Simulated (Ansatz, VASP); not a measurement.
## TePbS4 in VASP and in Ansatz

```
Te Pb S
1.0
     7.22481    0.00000    0.00000
     0.00000    7.22481    0.00000
     0.00000    0.00000    5.53684
Te Pb S
1 1 4
Direct
  0.50000 0.50000 0.00000
  0.00000 0.00000 0.00000
  0.74064 0.74064 0.00000
  0.25936 0.25936 0.00000
  0.25936 0.74064 0.00000
  0.74064 0.25936 0.00000
```

Alike in both runs: functional PBE; k mesh 2 × 2 × 3; occupations gaussian, width 0.15 eV; no spin polarisation.

Ansatz relaxed the structure, and its values are those at the end. VASP's run is a single point on that final structure, the one shown.

|  | VASP | Ansatz |
| --- | --- | --- |
| version | VASP 6.6.1 | Ansatz 0.2.0 |
| potentials or method | VASP PAW PBE potentials, release 64 (Te, Pb_d, S), cutoff 500 eV | scalar-relativistic, plane waves, PAW |
| valence electrons in the cell | 44 | 54 |

|  | VASP | Ansatz | Ansatz less VASP |
| --- | --- | --- | --- |
| gap on the k mesh at the Fermi level (eV) | none | none | - |
| pressure (GPa) | -0.3 | -0.2 | +0.06 |
| rms of the force components (eV/Å) | 0.005 | 0.010 | +0.0055 |

A gap of «none» marks a metal or a gap that the smearing closes. VASP's potentials hold 44 valence electrons a cell and Ansatz's 54, so a difference there can come from the potentials and not from the codes.

The k mesh is coarse, so the values compare programs but aren't converged. Spin-orbit coupling is off throughout.
